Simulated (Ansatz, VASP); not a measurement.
**SiMo3: VASP beside Ansatz**

Contents of INCAR:

```
SYSTEM = SiMo3
PREC = Accurate ; ENCUT = 500
EDIFF = 1E-7 ; ISMEAR = 0
SIGMA = 0.2 ; LREAL = .False.
LASPH = .True. ; NELM = 120
ALGO = Normal ; ISIF = 3
LWAVE = .False. ; LCHARG = .False.
GGA = PE ; IBRION = 2
NSW = 36 ; EDIFFG = -0.08
GGA_COMPAT = .False. ; NELMIN = 4
```

File KPOINTS:

```
Automatic mesh
0
Gamma
  5 5 5
  0 0 0
```

The input POSCAR:

```
SiMo3
1.0
    4.1882597300      0.0000000000      0.0000000000
    0.0000000000      4.1882597300      0.0000000000
    0.0000000000      0.0000000000      4.1882597300
Si Mo
1 3
Direct
    0.5000000000      0.5000000000      0.5000000000
    0.0000000000      0.5000000000      0.5000000000
    0.5000000000      0.0000000000      0.5000000000
    0.5000000000      0.5000000000      0.0000000000
```

Input for Ansatz:

```yaml
crystal:
  lattice:
    - [4.18825973, 0.0, 0.0]
    - [0.0, 4.18825973, 0.0]
    - [0.0, 0.0, 4.18825973]
  atoms:
    - { symbol: Si, position: [0.5, 0.5, 0.5] }
    - { symbol: Mo, position: [0.0, 0.5, 0.5] }
    - { symbol: Mo, position: [0.5, 0.0, 0.5] }
    - { symbol: Mo, position: [0.5, 0.5, 0.0] }
basis:
  ecutwfc: 420
kpoints:
  mp_grid: { grid: [5, 5, 5] }
hamiltonian:
  xc: pbe
scf:
  occupations: { method: gaussian, width: 0.2 }
  lower_state_search: "off"
output:
  forces: true
  stress: true
  eigenvalues: true
relax:
  adjacent_minimum: "off"
  f_tol: 0.08
  max_steps: 16
  cell: { stress_tol: 0.8 }
```

Alike in both runs: task relaxation of cell and atoms; functional PBE; k mesh 5 × 5 × 5; occupations gaussian, width 0.2 eV; no spin polarisation.

```csv
,VASP,Ansatz
version,VASP 6.6.1,Ansatz 0.2.0
potentials or method,"VASP PAW PBE potentials, release 64 (Si, Mo_sv), cutoff 500 eV","scalar-relativistic, plane waves, PAW"
valence electrons in the cell,46,46
```

Ansatz gave:

```
gap on the k mesh at the Fermi level, each at its own relaxed structure (eV) : none
relaxed volume (Å³/atom)                                                     : 23.34
relaxed cell length with the largest relative difference (Å)                 : 4.536
```

Question: What did VASP give for the same quantities?

Answer: gap on the k mesh at the Fermi level, each at its own relaxed structure (eV): none; relaxed volume (Å³/atom): 23.43; relaxed cell length with the largest relative difference (Å): 4.542.

A gap of «none» marks a metal or a gap that the smearing closes.

Noted on VASP's run: the volume moved by over 15 % at a fixed basis, so the end points are rough.
